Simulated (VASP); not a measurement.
Wanted: the native input for a VASP 6.6.1 run.

```
Task                   : single point
Functional             : PBE
Potentials or basis    : VASP PAW PBE potentials, release 64 (Si, I)
Cutoff                 : 520 eV
k mesh                 : 8 × 8 × 8
Occupations            : gaussian, width 0.1 eV
Spin                   : no spin polarisation
Dipole correction      : no
Further INCAR settings : ALGO = Normal; EDIFF = 1e-07; NBANDS = 24
```

The structure of Si2I lies in POSCAR:

```
Si2I
1.0
    0.0000000000      3.9981486288      3.9981486288
    3.9981486288      0.0000000000      3.9981486288
    3.9981486288      3.9981486288      0.0000000000
Si I
4 2
Direct
    0.1250000000      0.1250000000      0.6250000000
    0.1250000000      0.6250000000      0.1250000000
    0.1250000000      0.1250000000      0.1250000000
    0.6250000000      0.1250000000      0.1250000000
    0.7500000000      0.7500000000      0.7500000000
    0.5000000000      0.5000000000      0.5000000000
```

These files were run (other wordings do the same):

INCAR

```
SYSTEM = Si2I
  PREC = Accurate
  ENCUT = 520
  EDIFF = 1E-7
  ISMEAR = 0
  SIGMA = 0.1
  LREAL = .FALSE.
  LASPH = .TRUE.
  NELM = 60
  ALGO = Normal
  ISIF = 2
  LWAVE = .FALSE.
  LCHARG = .TRUE.
  GGA = PE
  LELF = .TRUE.
  LVHAR = .TRUE.
  NBANDS = 24
```

KPOINTS

```
Automatic mesh
0
G
  8 8 8
  0 0 0
```

Potentials or basis: VASP PAW PBE potentials, release 64 (Si, I).

Command:

```bash
$ cat potpaw_PBE.64/Si/POTCAR potpaw_PBE.64/I/POTCAR > POTCAR
$ mpirun -np 1 vasp_std > vasp.out
```

It gave:

```json
{"Pressure": "0.0 GPa", "Band gap on the k mesh": "zero (band 15 reaches 8.03 eV, above the bottom of band 16 at 7.16 eV)"}
```

Caveat: spin-orbit coupling is left out, which moves the levels of the heavy elements.

It took 70 s on 1 thread of Intel(R) Xeon(R) Platinum 8488C (Sapphire Rapids) (shared host), peak memory 0.28 GiB.
